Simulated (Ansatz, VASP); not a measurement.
## One calculation of BN, two programs

```
B N
1.0
     0.00000    1.77060    1.77060
     1.77060    0.00000    1.77060
     1.77060    1.77060    0.00000
B N
1 1
Direct
  0.00000 0.00000 0.00000
  0.75000 0.75000 0.75000
```

Change from the starting cell: volume scaled by 0.94, PAW files.

Alike in both runs: task electric field gradients; functional LDA; k mesh 11 × 11 × 11; occupations fermi-dirac, width 0.02 eV; no spin polarisation.

|  | VASP | Ansatz |
| --- | --- | --- |
| version | VASP 6.6.1 | Ansatz 0.2.0 |
| potentials or method | VASP PAW LDA potentials, release 64 (B_h, N_h) | PAW with Ansatz's default frozen-core files, scalar-relativistic |
| plane-wave cutoff (eV) | 910 | 420 |
| valence electrons in the cell | 8 | 8 |

VASP gave:

```
gap on the k mesh at the Fermi level (eV) : 4.53
```

Task: Which values does Ansatz return?

Result: gap on the k mesh at the Fermi level (eV): 4.54.

LDA's correlation is that of Perdew and Zunger in VASP and of Perdew and Wang (1992) in Ansatz.

Noted on VASP's run: the cutoff is short for stress, so the pressure is rough.
